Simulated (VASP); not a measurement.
# Cu in VASP: further runs

Runs on Cu. Level: PBE. Tasks: single point.

Everything below comes from runs of VASP 6.6.1. Logs are shortened: lines on timing, memory, paths and dates and some standing lists are left out, and cuts for length are marked.

### 1 The cell of the first run

The typed cell holds 3 atoms: a = 4.214 Å, b = 5.960 Å, c = 2.511 Å, α = 90.07°, β = 146.93°, γ = 90.00°.

### 2 Single point, PBE

File INCAR:

```
SYSTEM = Cu
ALGO     = Normal         ! electronic algorithm
EDIFF    = 1E-7           ! SCF threshold, eV
ENCUT    = 520            ! plane-wave cutoff, eV
GGA      = PE             ! functional
ISIF     = 2              ! what is computed and relaxed
ISMEAR   = 0              ! smearing method
ISYM     = 0            
LASPH    = .TRUE.         ! aspherical terms in the spheres
LCHARG   = .FALSE.        ! write CHGCAR
LREAL    = .FALSE.        ! projectors in reciprocal space
LWAVE    = .FALSE.        ! write WAVECAR
NBANDS   = 24             ! bands
NELM     = 100            ! most SCF steps
PREC     = Accurate       ! precision mode
SIGMA    = 0.1            ! smearing width, eV
```

File KPOINTS:

```
k-points
0
G
  8 6 25
  0 0 0
```

File POSCAR:

```
Cu
1.0
    4.2142048667      0.0000021765      0.0037561584
    0.0000030780      5.9597840423     -0.0069067115
   -2.1058828217     -0.0015868355      1.3684464493
Cu
3
Direct
    0.0000000000      0.0000000000      0.0000000000
    0.3333333333      0.6666666667      0.0000000000
    0.6666666667      0.3333333333      0.0000000000
```

Potentials or basis: VASP PAW PBE potentials, release 64 (Cu).

Launch:

```sh
$ cat potpaw_PBE.64/Cu/POTCAR > POTCAR
$ mpirun -np 1 vasp_std > vasp.out
```

OUTCAR:

```text
SYSTEM = Cu
   EDIFF = 1E-7
   ENCUT = 520
   GGA = PE
   ISIF = 2
   ISMEAR = 0
   ISYM = 0
   LASPH = .TRUE.
   LREAL = .FALSE.
   NELM = 100
   PREC = Accurate

 ion  position               nearest neighbor table
   1  0.000  0.000  0.000-   2 2.43   3 2.43   3 2.51   2 2.51   3 2.52   2 2.52
   2  0.333  0.667  0.000-   1 2.43   3 2.43   1 2.51   3 2.51   1 2.52   3 2.52
   3  0.667  0.333  0.000-   1 2.43   2 2.43   1 2.51   2 2.51   1 2.52   2 2.52

IMPORTANT INFORMATION: All symmetrisations will be switched off!
NOSYMM: (Re-)initialisation of all symmetry stuff for point group C_1.

----------------------------------------------------------------------------------------

                                     Primitive cell

  volume of cell :      34.4167

  direct lattice vectors                    reciprocal lattice vectors
     4.214204867  0.000002176  0.003756158     0.236967657  0.000422485  0.364666655
     0.000003078  5.959784042 -0.006906712    -0.000000260  0.167791540  0.000194170
    -2.105882822 -0.001586835  1.368446449    -0.000650438  0.000845704  0.729755699

  length of vectors
     4.214206541  5.959788044  2.511451903     0.434897250  0.167791652  0.729756479

  position of ions in fractional coordinates (direct lattice)
     0.000000000  0.000000000  0.000000000
     0.333333333  0.666666667  0.000000000
     0.666666667  0.333333333  0.000000000

  ion indices of the primitive-cell ions
   primitive index   ion index
                 1           1
                 2           2
                 3           3

----------------------------------------------------------------------------------------

 KPOINTS: k-points

Automatic generation of k-mesh.
 Grid dimensions read from file:
 generate k-points for:    8    6   25

 Generating k-lattice:

  Cartesian coordinates                     Fractional coordinates (reciprocal lattice)
     0.029620957  0.000052811  0.045583332     0.125000000 -0.000000000  0.000000000
    -0.000000043  0.027965257  0.000032362     0.000000000  0.166666667 -0.000000000
    -0.000026018  0.000033828  0.029190228    -0.000000000  0.000000000  0.040000000

  Length of vectors
     0.054362156  0.027965275  0.029190259

  Shift w.r.t. Gamma in fractional coordinates (k-lattice)
     0.000000000  0.000000000  0.000000000

 Subroutine IBZKPT returns following result:
 ===========================================

 Found    602 irreducible k-points:

 Following reciprocal coordinates:
            Coordinates               Weight
  0.000000  0.000000  0.000000      1.000000
  0.125000  0.000000  0.000000      2.000000
  0.250000  0.000000  0.000000      2.000000
  0.375000  0.000000  0.000000      2.000000
  0.500000  0.000000  0.000000      1.000000
  0.000000  0.166667  0.000000      2.000000
[... 16 lines left out ...]
  0.125000  0.500000  0.000000      2.000000
  0.250000  0.500000  0.000000      2.000000
 [... further k-points ...]
   k-points           NKPTS =    602   k-points in BZ     NKDIM =    602   number of bands    NBANDS=     24
   number of dos      NEDOS =    301   number of ions     NIONS =      3
   total plane-waves  NPLWV =  30720
   dimension x,y,z NGX =    32 NGY =   48 NGZ =   20
   dimension x,y,z NGXF=    64 NGYF=   96 NGZF=   40
   ions per type =               3
   NGX,Y,Z   is equivalent  to a cutoff of  12.62, 13.39, 13.24 a.u.
   NGXF,Y,Z  is equivalent  to a cutoff of  25.25, 26.78, 26.48 a.u.
 SYSTEM =  Cu
   PREC   = accura    normal or accurate (medium, high low for compatibility)
   ISTART =      0    job   : 0-new  1-cont  2-samecut
   ICHARG =      2    charge: 1-file 2-atom 10-const
   ISPIN  =      1    spin polarized calculation?
   LNONCOLLINEAR =      F non collinear calculations
   LSORBIT =      F    spin-orbit coupling
   LASPH  =      T    aspherical Exc in radial PAW
   ENCUT  =  520.0 eV  38.22 Ry    6.18 a.u.   7.84 11.08  4.67*2*pi/ulx,y,z
   NELM   =    100;   NELMIN=  2; NELMDL= -5     # of ELM steps
   EDIFF  = 0.1E-06   stopping-criterion for ELM
   LREAL  =      F    real-space projection
   EDIFFG = 0.1E-05   stopping-criterion for IOM
   NSW    =      0    number of steps for IOM
   IBRION =     -1    ionic relax: 0-MD 1-quasi-New 2-CG
   NFREE  =      0    steps in history (QN), initial steepest desc. (CG)
   ISIF   =      2    stress and relaxation
   ISYM   =      0    0-nonsym 1-usesym 2-fastsym
   POTIM  = 0.5000    time-step for ionic-motion
   TEBEG  =    0.0;   TEEND  =   0.0 temperature during run
   PSTRESS=    0.0 pullay stress
   NELECT =      33.0000    total number of electrons
   NUPDOWN=      -1.0000    fix difference up-down
   EMIN   =  10.00;   EMAX   =-10.00  energy-range for DOS
   EFERMI =   0.00;   METHOD = LEGACY
   ISMEAR =     0;   SIGMA  =   0.10  broadening in eV -4-tet -1-fermi 0-gaus
   EFERMI_NEDOS =   21; number of points for ismear=-14 and -15
   IALGO  =     38    algorithm
   IMIX   =      4    mixing-type and parameters
     AMIX     =   0.40;   BMIX     =  1.00
     AMIX_MAG =   1.60;   BMIX_MAG =  1.00
  volume/ion in A,a.u.               =      11.47        77.42
  Fermi-wavevector in a.u.,A,eV,Ry     =   1.614321  3.050625 35.457226  2.606033
  Thomas-Fermi vector in A             =   2.709249
   LORBIT       =      0    0 simple, 1 ext, 2 COOP (PROOUT), +10 PAW based schemes
   GGA     = PE    functional components
   LHFCALC =     F    Hartree Fock is set to
   AEXX    =    0.0000 exact exchange contribution
   IVDW    =     0    specifies the selected vdW correction
   LEPSILON=     F    determine dielectric tensor
   LRPA    =     F    only Hartree local field effects (RPA)
 non-spin polarized calculation
 Gauss-broadening in eV      SIGMA  =   0.10
  energy-cutoff  :      520.00
  volume of cell :       34.42
 maximum number of plane-waves:       947
   NGX = 15   NGY = 23   NGZ =  9

 number of electron      33.0000021 magnetization

 Free energy of the ion-electron system (eV)
  ---------------------------------------------------
  ext. energy  EPLUGINS =         0.00000000
  ---------------------------------------------------
  free energy    TOTEN  =       -11.03007474 eV

  energy without entropy =      -11.02566632  energy(sigma->0) =      -11.02787053

 E-fermi :   7.9888     XC(G=0): -12.8891

 val. band max:        7.9801676296   @ k =   0.5000   0.1667   0.4000
 cond. band min:       7.9958334942   @ k =   0.1250   0.1667   0.3600
 fundamental gap:      0.0156658647
 Fermi energy:         7.9887726829

 k-point     1 :       0.0000    0.0000    0.0000
  band No.  band energies     occupation
      1      -1.6205      2.00000
      2       2.0262      2.00000
      3       2.0262      2.00000
      4       4.4404      2.00000
      5       4.4954      2.00000
      6       4.4954      2.00000
[... 16 lines left out ...]
     23      28.0147      0.00000
     24      28.0147      0.00000

 k-point     2 :       0.1250    0.0000    0.0000
  band No.  band energies     occupation
      1      -1.1569      2.00000
      2       2.3511      2.00000
      3       2.3689      2.00000
      4       4.4260      2.00000
      5       4.4520      2.00000
      6       4.5049      2.00000
[... 16 lines left out ...]
     23      26.1677      0.00000
     24      26.4739      0.00000

 k-point     3 :       0.2500    0.0000    0.0000
  band No.  band energies     occupation
      1       0.1558      2.00000
      2       2.9012      2.00000
      3       3.1705      2.00000
      4       3.8903      2.00000
      5       4.2103      2.00000
      6       4.3354      2.00000
[... 16 lines left out ...]
     23      21.1604      0.00000
     24      24.0330      0.00000

 k-point     4 :       0.3750    0.0000    0.0000
  band No.  band energies     occupation
      1       1.9251      2.00000
      2       2.9421      2.00000
      3       3.4298      2.00000
      4       3.5215      2.00000
      5       4.3122      2.00000
      6       4.3554      2.00000
[... 16 lines left out ...]
     23      21.6861      0.00000
     24      22.4908      0.00000

 k-point     5 :       0.5000    0.0000    0.0000
  band No.  band energies     occupation
      1       2.8709      2.00000
      2       3.0707      2.00000
      3       3.0707      2.00000
      4       3.3984      2.00000
      5       4.3823      2.00000
      6       4.3823      2.00000
[... 16 lines left out ...]
     23      21.9435      0.00000
     24      24.5310      0.00000

 k-point     6 :       0.0000    0.1667    0.0000
  band No.  band energies     occupation
      1      -1.4954      2.00000
      2       1.1850      2.00000
      3       2.5487      2.00000
      4       4.4046      2.00000
      5       4.4677      2.00000
      6       4.5872      2.00000
[... 16 lines left out ...]
     23      28.2940      0.00000
     24      28.3799      0.00000
[... 379 lines left out ...]
 k-point    21 :      -0.1250    0.3333    0.0000
  band No.  band energies     occupation
      1      -0.6704      2.00000
      2       0.6877      2.00000
      3       3.0022      2.00000
      4       4.2913      2.00000
      5       4.3955      2.00000
      6       4.4195      2.00000
[... 16 lines left out ...]
     23      26.2793      0.00000
     24      27.7551      0.00000

 k-point    22 :       0.0000    0.5000   -0.0000
  band No.  band energies     occupation
      1      -0.5230      2.00000
      2      -0.5230      2.00000
      3       2.7988      2.00000
      4       4.3184      2.00000
      5       4.6148      2.00000
      6       4.6148      2.00000
[... 16 lines left out ...]
     23      27.6119      0.00000
     24      29.3030      0.00000

 k-point    23 :       0.1250    0.5000    0.0000
  band No.  band energies     occupation
      1      -0.0880      2.00000
      2      -0.0848      2.00000
      3       3.0433      2.00000
      4       4.2695      2.00000
      5       4.3917      2.00000
      6       4.4480      2.00000
[... 16 lines left out ...]
     23      26.8130      0.00000
     24      27.2511      0.00000

 k-point    24 :       0.2500    0.5000    0.0000
  band No.  band energies     occupation
      1       1.0777      2.00000
      2       1.1100      2.00000
      3       3.5190      2.00000
      4       4.0085      2.00000
      5       4.0457      2.00000
      6       4.3815      2.00000
[... 16 lines left out ...]
     23      25.2666      0.00000
     24      25.3219      0.00000

 [... further k-points ...]
[... 5 lines left out ...]
  --------------------------------------------------------------------------------------
  -------------------------------------------------------------------------------------
  Total        2.3818093      3.0792765      0.1243663     -0.9949983     -0.0040976      0.0063254
  in kB      110.8788954    143.3476582      5.7895494    -46.3195431     -0.1907513      0.2944631
  external PRESSURE =      86.6720343 kB  Pullay stress =       0.0000000 kB

 VOLUME and BASIS-vectors are now :
 -----------------------------------------------------------------------------
  energy-cutoff  :      520.00
  volume of cell :       34.42
      direct lattice vectors                 reciprocal lattice vectors
     4.214204867  0.000002176  0.003756158     0.236967657  0.000422485  0.364666655
     0.000003078  5.959784042 -0.006906712    -0.000000260  0.167791540  0.000194170
    -2.105882822 -0.001586835  1.368446449    -0.000650438  0.000845704  0.729755699

 POSITION                                       TOTAL-FORCE (eV/Angst)
 -----------------------------------------------------------------------------------
      0.00000      0.00000      0.00000        -0.000002     -0.000001     -0.000000
      1.40474      3.97319     -0.00335        -0.000514     -0.000025      0.000104
      2.80947      1.98660      0.00020         0.000516      0.000026     -0.000103
 -----------------------------------------------------------------------------------
    total drift:                               -0.000005      0.000012      0.000002

  FREE ENERGIE OF THE ION-ELECTRON SYSTEM (eV)
  ---------------------------------------------------
  free  energy   TOTEN  =       -11.0300747409 eV

  energy  without entropy=      -11.0256663183  energy(sigma->0) =      -11.02787053
```

It took 4.3 min on 1 thread of Intel Xeon 6975P-C (Granite Rapids), shared host; peak memory 0.47 GiB.

What came out:

| Property | Result |
| --- | --- |
| Free energy | -11.0301 eV |
| Pressure | 8.7 GPa |

Stress tensor (GPa, compression positive):
```
11.09 -4.63  0.03
-4.63 14.33 -0.02
 0.03 -0.02  0.58
```

Levels at points of the mesh, in eV from the Fermi level:
```csv
k point,band 14,band 15,band 16,band 17,band 18,band 19,band 20,band 21
"(0.00, 0.00, 0.00)",-2.09,-2.07,-2.07,-1.96,-1.96,10.08,10.08,19.87
"(0.50, 0.00, 0.00)",-1.53,-1.52,0.10,0.10,1.06,4.65,4.65,6.82
"(0.00, 0.50, 0.00)",-2.24,-2.24,-1.70,-1.59,-0.53,4.74,18.75,18.75
"(0.50, 0.50, 0.00)",-1.80,-1.60,-1.60,0.73,0.73,3.14,9.12,9.12
```

(Continued in part 2 of 3.)
